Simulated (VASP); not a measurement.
# BeAl3 (I4/mmm) in VASP: a series of runs, part 2 of 2

VASP 6.6.1. The steps go on from the part before.

## Step 4: Single point, PBE

This run uses another cell than the first one, of 14.38 Å³/atom.

Input file INCAR:

```
PREC     = Accurate       # precision mode
ENCUT    = 520            # plane-wave cutoff, eV
EDIFF    = 1E-6           # SCF threshold, eV
ISMEAR   = -1             # smearing method
SIGMA    = 0.05           # smearing width, eV
LREAL    = False          # projectors in reciprocal space
LASPH    = True           # aspherical terms in the spheres
NELM     = 60             # most SCF steps
ALGO     = Normal         # electronic algorithm
ISIF     = 2              # what is computed and relaxed
LWAVE    = False          # write WAVECAR
LCHARG   = False          # write CHGCAR
GGA      = PE             # functional
NBANDS   = 14             # bands
```

Input file KPOINTS:

```
regular mesh
0
Gamma
  8 8 8
```

Input file POSCAR:

```
BeAl3
1.0
   -1.9421910000      1.9421910000      3.8133740700
    1.9421910000     -1.9421910000      3.8133740700
    1.9421910000      1.9421910000     -3.8133740700
Al Be
3 1
Direct
    0.5000000000      0.5000000000      0.0000000000
    0.2500000000      0.7500000000      0.5000000000
    0.7500000000      0.2500000000      0.5000000000
    0.0000000000      0.0000000000      0.0000000000
```

Potentials or basis: VASP PAW PBE potentials, release 64 (Al, Be).

Run with:

```console
cat potpaw_PBE.64/Al/POTCAR potpaw_PBE.64/Be/POTCAR > POTCAR
mpirun -np 1 vasp_std > vasp.out
```

OUTCAR:

```text
PREC = Accurate
   ENCUT = 520
   EDIFF = 1E-6
   ISMEAR = -1
   LREAL = False
   LASPH = True
   NELM = 60
   ISIF = 2
   GGA = PE

 ion  position               nearest neighbor table
   1  0.500  0.500  0.000-   2 2.72   3 2.72   2 2.72   3 2.72   2 2.72   3 2.72   2 2.72   3 2.72
                             4 2.75   4 2.75   4 2.75   4 2.75
   2  0.250  0.750  0.500-   4 2.72   1 2.72   1 2.72   4 2.72   1 2.72   4 2.72   4 2.72   1 2.72
                             3 2.75   3 2.75   3 2.75   3 2.75
   3  0.750  0.250  0.500-   1 2.72   4 2.72   1 2.72   4 2.72   1 2.72   4 2.72   1 2.72   4 2.72
                             2 2.75   2 2.75   2 2.75   2 2.75
   4  0.000  0.000  0.000-   3 2.72   2 2.72   2 2.72   3 2.72   2 2.72   3 2.72   3 2.72   2 2.72
                             1 2.75   1 2.75   1 2.75   1 2.75

  LATTYP: Found a body centered tetragonal cell.
 ALAT       =     3.8843820000
 C/A-ratio  =     1.9634392652

  Lattice vectors:

 A1 = (  -1.9421910000,   1.9421910000,   3.8133740700)
 A2 = (   1.9421910000,  -1.9421910000,   3.8133740700)
 A3 = (   1.9421910000,   1.9421910000,  -3.8133740700)

Analysis of symmetry for initial positions (statically):
[... 196 lines left out ...]
     12      13.9328      0.00000
     13      13.9328      0.00000
     14      14.1950      0.00000
[... 377 lines left out ...]
      1      -0.0753      2.00000
      2       0.4255      2.00000
      3       4.4164      2.00000
      4       4.4813      2.00000
      5       5.0628      2.00000
      6       5.5963      2.00000
      7       9.3703      0.00000
      8       9.5457      0.00000
      9      13.4401      0.00000
     10      13.9630      0.00000
     11      14.5023      0.00000
     12      14.8917      0.00000
     13      17.3158      0.00000
     14      17.4963      0.00000

 [... further k-points ...]

------------------------ aborting loop because EDIFF is reached ----------------------------------------

  FORCE on cell =-STRESS in cart. coord.  units (eV):
  Direction    XX          YY          ZZ          XY          YZ          ZX
  --------------------------------------------------------------------------------------
  -------------------------------------------------------------------------------------
  Total        0.5684920      0.5684920      0.6740729      0.0000000      0.0000000      0.0000000
  in kB       15.8300269     15.8300269     18.7699948      0.0000000      0.0000000      0.0000000
  external PRESSURE =      16.8100162 kB  Pullay stress =       0.0000000 kB

 VOLUME and BASIS-vectors are now :
 -----------------------------------------------------------------------------
  energy-cutoff  :      520.00
  volume of cell :       57.54
      direct lattice vectors                 reciprocal lattice vectors
    -1.942191000  1.942191000  3.813374070     0.000000000  0.257441209  0.131117480
     1.942191000 -1.942191000  3.813374070     0.257441209  0.000000000  0.131117480
     1.942191000  1.942191000 -3.813374070     0.257441209  0.257441209  0.000000000

 POSITION                                       TOTAL-FORCE (eV/Angst)
 -----------------------------------------------------------------------------------
      0.00000      0.00000      3.81337         0.000000     -0.000000     -0.000000
      1.94219      0.00000      1.90669        -0.000000      0.000000      0.000000
      0.00000      1.94219      1.90669         0.000000      0.000000      0.000000
      0.00000      0.00000      0.00000         0.000000     -0.000000     -0.000000
 -----------------------------------------------------------------------------------
    total drift:                               -0.000000     -0.000000     -0.000000

  FREE ENERGIE OF THE ION-ELECTRON SYSTEM (eV)
  ---------------------------------------------------
  free  energy   TOTEN  =       -14.3868165896 eV

  energy  without entropy=      -14.3746259786  energy(sigma->0) =      -14.38072128
```

stdout:

```text
POSCAR found type information on POSCAR AlBe
 POSCAR found :  2 types and       4 ions
 scaLAPACK will be used
 LDA part: xc-table for (Slater+PW92), standard interpolation
 POSCAR, INCAR and KPOINTS ok, starting setup
 FFT: planning ... GRIDC
 FFT: planning ... GRID_SOFT
 FFT: planning ... GRID
 WAVECAR not read
 entering main loop
```

Run time: 53 s. Hardware: 1 thread of Intel Xeon 8259CL, shared host; peak memory 0.21 GiB.

Results:

```
Free energy            : -14.3868 eV
Pressure               : 1.7 GPa
Band gap on the k mesh : zero (an odd number of electrons rules out a gap without spin polarisation)
```

Stress tensor (GPa, compression positive):
```
1.58 0.00 0.00
0.00 1.58 0.00
0.00 0.00 1.88
```

## Step 5: The runs side by side

| cell | gap on the mesh (eV) | pressure (GPa) |
| --- | --- | --- |
| a = 4.606 Å, angles 130.1, 130.1, 73.2°, 4 atoms | none | 4.9 |
| a = 4.668 Å, angles 130.8, 130.8, 72.1°, 4 atoms | none | 2.7 |
| a = 4.700 Å, angles 131.2, 131.2, 71.5°, 4 atoms | none | 1.7 |

Alike in all rows: task single point; level PBE; potentials or basis VASP PAW PBE potentials, release 64 (Al, Be); no spin polarisation; k mesh 8 × 8 × 8; cutoff (eV) 520; smearing fermi-dirac 0.05 eV.

Caveats: the cell stands under pressure (at least some runs).

Absolute energies hang on the potentials; compare differences alone.
